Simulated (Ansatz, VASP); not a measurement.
# Al2InN3: VASP beside Ansatz

INCAR

```
PREC = Accurate
ENCUT = 520
EDIFF = 1E-6
ISMEAR = 0
SIGMA = 0.05
LREAL = False
LASPH = True
NELM = 80
ALGO = Normal
ISIF = 2
LWAVE = False
LCHARG = True
GGA = PE
LELF = True
LVHAR = True
NBANDS = 46
```

The input KPOINTS:

```
regular mesh
0
Gamma
  6 6 6
```

POSCAR

```
Al2InN3
1.0
    4.9711207285     -3.0976411517      0.0000000000
    4.9711207285      3.0976411517      0.0000000000
    0.0000000000      0.0000000000      5.3073145468
Al In N
4 2 6
Direct
    0.0084427086      0.3348641725      0.9917411822
    0.6651358275      0.9915572914      0.9917411822
    0.9915572914      0.6651358275      0.4917411822
    0.3348641725      0.0084427086      0.4917411822
    0.3220722962      0.6779277038      0.9869930315
    0.6779277038      0.3220722962      0.4869930315
    0.0367610679      0.3336262977      0.3556963910
    0.6663737023      0.9632389321      0.3556963910
    0.9632389321      0.6663737023      0.8556963910
    0.3336262977      0.0367610679      0.8556963910
    0.2982358752      0.7017641248      0.4061317922
    0.7017641248      0.2982358752      0.9061317922
```

Input for Ansatz:

```yaml
crystal:
  lattice:
    - [4.9711207285, -3.0976411517, 0.0]
    - [4.9711207285, 3.0976411517, 0.0]
    - [0.0, 0.0, 5.3073145468]
  atoms:
    - { symbol: Al, position: [0.0084427086, 0.3348641725, 0.9917411822] }
    - { symbol: Al, position: [0.6651358275, 0.9915572914, 0.9917411822] }
    - { symbol: Al, position: [0.9915572914, 0.6651358275, 0.4917411822] }
    - { symbol: Al, position: [0.3348641725, 0.0084427086, 0.4917411822] }
    - { symbol: In, position: [0.3220722962, 0.6779277038, 0.9869930315] }
    - { symbol: In, position: [0.6779277038, 0.3220722962, 0.4869930315] }
    - { symbol: "N", position: [0.0367610679, 0.3336262977, 0.355696391] }
    - { symbol: "N", position: [0.6663737023, 0.9632389321, 0.355696391] }
    - { symbol: "N", position: [0.9632389321, 0.6663737023, 0.855696391] }
    - { symbol: "N", position: [0.3336262977, 0.0367610679, 0.855696391] }
    - { symbol: "N", position: [0.2982358752, 0.7017641248, 0.4061317922] }
    - { symbol: "N", position: [0.7017641248, 0.2982358752, 0.9061317922] }
basis:
  ecutwfc: 520.0
kpoints:
  mp_grid: { grid: [6, 6, 6] }
hamiltonian:
  xc: pbe
  pseudopotentials: { kind: paw, azcp: { folder: soft_1 } }
scf:
  occupations: { method: gaussian, width: 0.05 }
output:
  forces: true
  stress: true
  eigenvalues: true
```

Change from the starting cell: volume 13.621 Å^3 an atom, stretch along b over the lengths across it, relative to the relaxed cell 1.0835.

Alike in both runs: task single point; functional PBE; k mesh 6 × 6 × 6; occupations gaussian, width 0.05 eV; no spin polarisation.

```csv
,VASP,Ansatz
version,VASP 6.6.1,Ansatz 0.2.0
potentials or method,"VASP PAW PBE potentials, release 64 (Al, In_d, N), cutoff 520 eV","scalar-relativistic, plane waves, PAW"
valence electrons in the cell,68,68
```

```tsv
	VASP	Ansatz	Ansatz less VASP
gap on the k mesh at the Fermi level (eV)	1.44	1.45	+0.003
least direct gap on the mesh (eV)	1.44	1.45	+0.003
pressure (GPa)	-14.4	-14.3	+0.05
traceless stress, the component that is largest in VASP (GPa)	-10.73	-10.65	+0.083
rms of the force components (eV/Å)	0.158	0.155	-0.0023
```

Atom by atom the forces differ by 0.009 eV/Å (rms over components). With one functional, cell and mesh, what is left measures potentials, basis and numerics.
